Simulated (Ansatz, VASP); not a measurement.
# Two plane-wave programs on Ta

The input INCAR:

```
ALGO = Fast ; EDIFF = 1E-6
ENCUT = 520 ; GGA = PE
ISIF = 2 ; ISMEAR = 0
LASPH = True ; LCHARG = False
LREAL = False ; LWAVE = False
NBANDS = 12 ; NELM = 100
PREC = Accurate ; SIGMA = 0.15
```

The input KPOINTS:

```
k-points
0
Gamma
  20 20 20
```

Contents of POSCAR:

```
Ta
1.0
   -1.7496781283      1.7496781283      1.5524894033
    1.7496781283     -1.7496781283      1.5524894033
    1.7496781283      1.7496781283     -1.5524894033
Ta
1
Direct
    0.0000000000      0.0000000000      0.0000000000
```

Input for Ansatz:

```yaml
crystal:
  lattice:
    - [-1.7496781283, 1.7496781283, 1.5524894033]
    - [1.7496781283, -1.7496781283, 1.5524894033]
    - [1.7496781283, 1.7496781283, -1.5524894033]
  atoms:
    - { symbol: Ta, position: [0.0, 0.0, 0.0] }
basis:
  ecutwfc: 420
kpoints:
  mp_grid: { grid: [20, 20, 20] }
hamiltonian:
  xc: pbe
  pseudopotentials: { kind: paw, azcp: { folder: soft_1 } }
scf:
  occupations: { method: gaussian, width: 0.15 }
output:
  forces: true
  stress: true
  eigenvalues: true
  write_density: true
  write_potential: true
  elf: true
  volumetric_format: npy
```

Alike in both runs: task single point; functional PBE; k mesh 20 × 20 × 20; occupations gaussian, width 0.15 eV; no spin polarisation.

|  | VASP | Ansatz |
| --- | --- | --- |
| version | VASP 6.6.1 | Ansatz 0.2.0 |
| potentials or method | VASP PAW PBE potentials, release 64 (Ta_pv), cutoff 520 eV | scalar-relativistic, plane waves, PAW |
| valence electrons in the cell | 11 | 13 |

|  | VASP | Ansatz | Ansatz less VASP |
| --- | --- | --- | --- |
| gap on the k mesh at the Fermi level (eV) | none | none | - |
| pressure (GPa) | -5.8 | -5.8 | -0.02 |
| traceless stress, the component that is largest in VASP (GPa) | 4.25 | 4.25 | +0.001 |

A gap of «none» marks a metal or a gap that the smearing closes. The functional is the same, so the differences come from potentials, cutoffs and numerics. VASP's potentials hold 11 valence electrons a cell and Ansatz's 13, so a difference there can come from the potentials and not from the codes.

Neither program's run includes spin-orbit coupling.
